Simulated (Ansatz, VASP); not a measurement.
**Two plane-wave programs on KMgH3**

INCAR

```
ALGO = Normal
EDIFF = 1E-6
ENCUT = 520
ISIF = 2
ISMEAR = 0
LASPH = True
LCHARG = False
LREAL = False
LWAVE = False
NBANDS = 15
NELM = 80
PREC = Accurate
SIGMA = 0.05
```

Contents of KPOINTS:

```
k-points
0
Gamma
  8 8 8
```

The input POSCAR:

```
KMgH3
1.0
    4.1256250000      0.0000000000      0.0000000000
    0.0000000000      4.1256250000      0.0000000000
    0.0000000000      0.0000000000      3.8237500000
K Mg H
1 1 3
Direct
    0.0000000000      0.0000000000      0.0000000000
    0.5000000000      0.5000000000      0.5000000000
    0.0000000000      0.5000000000      0.5000000000
    0.5000000000      0.0000000000      0.5000000000
    0.5000000000      0.5000000000      0.0000000000
```

Input for Ansatz:

```yaml
crystal:
  lattice:
    - [4.125625, 0.0, 0.0]
    - [0.0, 4.125625, 0.0]
    - [0.0, 0.0, 3.82375]
  atoms:
    - { symbol: K, position: [0.0, 0.0, 0.0] }
    - { symbol: Mg, position: [0.5, 0.5, 0.5] }
    - { symbol: H, position: [0.0, 0.5, 0.5] }
    - { symbol: H, position: [0.5, 0.0, 0.5] }
    - { symbol: H, position: [0.5, 0.5, 0.0] }
basis:
  ecutwfc: 420
kpoints:
  mp_grid: { grid: [8, 8, 8] }
hamiltonian:
  xc: lda
scf:
  occupations: { method: gaussian, width: 0.05 }
output:
  forces: true
  stress: true
  eigenvalues: true
```

Change from the starting cell: strain +0.025 along x and y, -0.050 along z, atoms carried along.

Alike in both runs: task single point; functional LDA; k mesh 8 × 8 × 8; occupations gaussian, width 0.05 eV; no spin polarisation.

```csv
,VASP,Ansatz
version,VASP 6.6.1,Ansatz 0.2.0
potentials or method,"VASP PAW LDA potentials, release 64 (K_sv, Mg, H), cutoff 520 eV","scalar-relativistic, plane waves, PAW"
valence electrons in the cell,14,22
```

|  | VASP | Ansatz | Ansatz less VASP |
| --- | --- | --- | --- |
| gap on the k mesh at the Fermi level (eV) | 2.09 | 2.09 | +0.003 |
| least direct gap on the mesh (eV) | 4.16 | 4.16 | -0.002 |
| pressure (GPa) | -2.9 | -2.7 | +0.26 |
| traceless stress, the component that is largest in VASP (GPa) | 2.47 | 2.46 | -0.015 |

LDA's correlation is that of Perdew and Zunger in VASP and of Perdew and Wang (1992) in Ansatz. VASP's potentials hold 14 valence electrons a cell and Ansatz's 22, so a difference there can come from the potentials and not from the codes.
